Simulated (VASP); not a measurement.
Wanted: the native input for a VASP 6.6.1 run.

- Task: single point
- Functional: PBEsol
- Potentials or basis: VASP PAW PBE potentials, release 64 (O_h, C_h, S)
- Cutoff: 1000 eV
- k mesh: 1 × 1 × 1
- Occupations: fermi-dirac, width 0.05 eV
- Spin: no spin polarisation
- Dipole correction: no
- Further INCAR settings: LREAL = Auto; ALGO = Normal; EDIFF = 1e-06; NBANDS = 120

The structure of CSO lies in POSCAR:

```
CSO
1.0
    9.2707840000      0.0000000000      0.0000000000
    0.0000000000      9.2707840000      0.0000000000
    0.0000000000      0.0000000000      9.2707840000
O C S
12 12 12
Direct
    0.0005069690      0.3151944862      0.2739466263
    0.8367577111     -0.0396083007      0.3430346344
    0.3830420383      0.1787011757      0.6387917138
    0.5244432402      0.8971301672      0.5979321706
    0.1239808845      1.0790673151      0.4177316611
    0.6629644267      0.7638404692     -0.0163955929
    0.4623017859      0.5702538210      0.5493062938
    0.7465172309      0.4699171073      0.6998329375
    0.1222550326      0.1136042000      0.9314638330
    0.6380905865      0.4582676071      0.2500651509
   -0.0311731996      0.6919910981      0.2327850590
    0.6668475935      0.1943417083      0.5117798020
   -0.0032899051      0.3771741419      0.3809170832
    0.8316772346      0.0146697410      0.2273270524
    0.4334908461      0.1731784496      0.7512956833
    0.6457706274      0.8659569676      0.6203898182
    0.1331602592      0.9702631406      0.4866794437
    0.5806197189      0.7967395206      0.0684084539
    0.4180984046      0.5636200779      0.6658983749
    0.7994577373      0.4703054240      0.8178057001
    0.1353607203     -0.0107218548      0.9426710837
    0.5459516692      0.3748442419      0.2751762958
    0.0849442722      0.6513472863      0.2507878514
    0.7414799007      0.1782373530      0.6140149528
   -0.0001617986      0.4454963032      0.5339893584
    0.8305446443      0.1123745306      0.0914593631
    0.4949527462      0.1567504970      0.9087904540
    0.8021435943      0.8179890719      0.6693716518
    0.1721645117      0.8221850493      0.5512694504
    0.4866362974      0.8335864583      0.2054410932
    0.3691165709      0.5427912030      0.8260466429
    0.8706167677      0.4637148271      0.9696590925
    0.1429868283     -0.1766193668      0.9350341891
    0.4224022477      0.2599025066      0.2953795493
    0.2415437572      0.5911905617      0.2660400674
    0.8278587873      0.1395135514      0.7492030879
```

The input as run:

INCAR

```
ALGO = Normal ; EDIFF = 1E-6
ENCUT = 1000 ; GGA = PS
GGA_COMPAT = False ; ISIF = 2
ISMEAR = -1 ; LASPH = True
LCHARG = False ; LREAL = Auto
LWAVE = False ; NBANDS = 120
NELM = 120 ; PREC = Accurate
SIGMA = 0.05
```

KPOINTS

```
k-points
0
Gamma
  1 1 1
```

Potentials or basis: VASP PAW PBE potentials, release 64 (O_h, C_h, S).

Run with:

```bash
$ cat potpaw_PBE.64/O_h/POTCAR potpaw_PBE.64/C_h/POTCAR potpaw_PBE.64/S/POTCAR > POTCAR
$ mpirun -np 1 vasp_gam > vasp.out
```

It gave:

```
Pressure               : 1.1 GPa
Largest force          : 3.929 eV/Å
Band gap on the k mesh : 3.82 eV
```

Caveat: the k points lie up to 0.68 Å⁻¹ apart; the atoms stand as in a frame of molecular dynamics; the PAW data sets were made with another functional, which shifts forces and pressure a little.

Run time: 4.6 min on 1 thread of Intel(R) Xeon(R) 6975P-C (Granite Rapids), on a shared host, peak memory 1.5 GiB.
